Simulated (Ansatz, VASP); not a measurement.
C in VASP and in Ansatz

File INCAR:

```
SYSTEM = C
PREC = Accurate
ENCUT = 600
EDIFF = 1E-6
ISMEAR = 1
SIGMA = 0.05
LREAL = .False.
LASPH = .True.
NELM = 120
ALGO = Normal
ISIF = 2
LWAVE = .False.
LCHARG = .True.
GGA = PE
LELF = .True.
LVHAR = .True.
NBANDS = 11
GGA_COMPAT = .False.
```

KPOINTS

```
regular mesh
0
Gamma
  14 14 14
  0 0 0
```

The input POSCAR:

```
C
1.0
    0.0000000000      1.7834000000      1.7834000000
    1.7834000000      0.0000000000      1.7834000000
    1.7834000000      1.7834000000      0.0000000000
C
2
Direct
    0.5000000000      0.5000000000      0.5000000000
    0.7500000000      0.7500000000      0.7500000000
```

Input for Ansatz:

```yaml
crystal:
  lattice:
    - [0.0, 1.7834, 1.7834]
    - [1.7834, 0.0, 1.7834]
    - [1.7834, 1.7834, 0.0]
  atoms:
    - { symbol: C, position: [0.5, 0.5, 0.5] }
    - { symbol: C, position: [0.75, 0.75, 0.75] }
hamiltonian:
  xc: pbe
  pseudopotentials: { kind: paw }
basis:
  ecutwfc: 420
kpoints:
  mp_grid: { grid: [14, 14, 14] }
scf:
  occupations: { method: methfessel_paxton, width: 0.05 }
  lower_state_search: "off"
  max_iter: 50
output:
  forces: true
  stress: true
```

Alike in both runs: task single point; functional PBE; k mesh 14 × 14 × 14; occupations methfessel-paxton of order 1, width 0.05 eV; no spin polarisation.

```csv
,VASP,Ansatz
version,VASP 6.6.1,Ansatz 0.2.0
potentials or method,"VASP PAW PBE potentials, release 64 (C), cutoff 600 eV","PAW, plane waves, scalar-relativistic"
valence electrons in the cell,8,8
```

```tsv
	VASP	Ansatz	Ansatz less VASP
pressure (GPa)	1.8	1.8	0.00
```
